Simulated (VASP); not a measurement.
## Zn: vibrations by perturbation theory with LDA

The system is Zn.

```
Zn
1.0
     2.61436    0.00000    0.00000
    -1.30718    2.26410    0.00000
     0.00000    0.00000    4.87316
Zn
2
Direct
  0.33333 0.66667 0.25000
  0.66667 0.33333 0.75000
```

| Quantity | Value |
| --- | --- |
| Program | VASP 6.6.1 |
| Task | vibrations by perturbation theory |
| Functional | LDA |
| Potentials or basis | VASP PAW LDA potentials, release 64 (Zn) |
| Cutoff | 520 eV |
| k mesh | 15 × 15 × 8 |
| Occupations | fermi-dirac, width 0.15 eV |
| Spin | no spin polarisation |
| Dipole correction | no |
| Further INCAR settings | ALGO = Normal; EDIFF = 1e-08; IBRION = 8; NSW = 1 |

- Highest phonon frequency at Γ: 138 cm⁻¹

Phonon frequencies in cm⁻¹ (negative: imaginary):
| q point | frequencies |
| --- | --- |
| (0.000, 0.000, 0.000) | 0 0 0 72 72 138 |

It took 10 min on 1 thread of Intel Xeon 6975P-C (shared host), peak memory 0.55 GiB.

Caveat: the cell wasn't relaxed at this level first, which shifts response properties.
